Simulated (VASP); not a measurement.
A run of VASP 6.6.1 is set up as follows.

File INCAR:

```
ALGO     = Normal         # electronic algorithm
EDIFF    = 1E-8           # SCF threshold, eV
ENCUT    = 520            # plane-wave cutoff, eV
GGA      = PS             # functional
IBRION   = 8              # ionic algorithm
ISIF     = 2              # what is computed and relaxed
ISMEAR   = 0              # smearing method
LASPH    = T              # aspherical terms in the spheres
LCHARG   = F              # write CHGCAR
LREAL    = F              # projectors in reciprocal space
LWAVE    = F              # write WAVECAR
NELM     = 100            # most SCF steps
NSW      = 1              # ionic steps
PREC     = Accurate       # precision mode
SIGMA    = 0.01           # smearing width, eV
```

Contents of KPOINTS:

```
k-points
0
Gamma
  8 8 8
```

The input POSCAR:

```
GaAs
1.0
    0.0000000000      2.8292003482      2.8292003482
    2.8292003482      0.0000000000      2.8292003482
    2.8292003482      2.8292003482      0.0000000000
Ga As
1 1
Direct
    0.0000000000      0.0000000000      0.0000000000
    0.7500000000      0.7500000000      0.7500000000
```

Potentials or basis: VASP PAW PBE potentials, release 64 (Ga_d, As).

Launch:

```console
$ cat potpaw_PBE.64/Ga_d/POTCAR potpaw_PBE.64/As/POTCAR > POTCAR
$ mpirun -np 1 vasp_std > vasp.out
```

Q: Estimate the highest phonon frequency at Γ, LO-TO splitting left out.

A: 263 cm⁻¹.

Phonon frequencies in cm⁻¹ (negative: imaginary):
```tsv
q point	frequencies
(0.000, 0.000, 0.000)	0 0 0 263 263 263
```
